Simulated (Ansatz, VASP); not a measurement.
Two plane-wave programs on BaTiO3

```
CELL_PARAMETERS angstrom
3.94975 0.00000 0.00000
0.00000 2.81146 2.81963
0.00000 -2.81146 2.81963
ATOMIC_POSITIONS crystal
Ba 0.00000 0.00000 0.00000
Ti 0.50000 0.51240 0.51240
O 0.00000 0.48740 0.48740
O 0.50000 0.50524 0.99184
O 0.50000 0.99184 0.50524
```

Alike in both runs: task single point; functional r2SCAN; k mesh 6 × 6 × 6; no spin polarisation.

|  | VASP | Ansatz |
| --- | --- | --- |
| version | VASP 6.6.1 | Ansatz 0.2.0 |
| potentials or method | VASP PAW PBE potentials, release 64 (Ba_sv, Ti_sv, O), cutoff 520 eV | plane waves, PAW |
| occupations | gaussian, width 0.01 eV | fixed |
| valence electrons in the cell | 40 | 40 |

Ansatz gave:

| Item | Value |
| --- | --- |
| pressure (GPa) | 4.1 |
| traceless stress, the component that is largest in VASP (GPa) | -0.44 |

Task: Estimate VASP's values.

Result: Pressure (GPa): 6.3; traceless stress, the component that is largest in VASP (GPa): -0.43.

VASP's potentials were made for PBE, not for r2SCAN.

Spin-orbit coupling is off throughout.
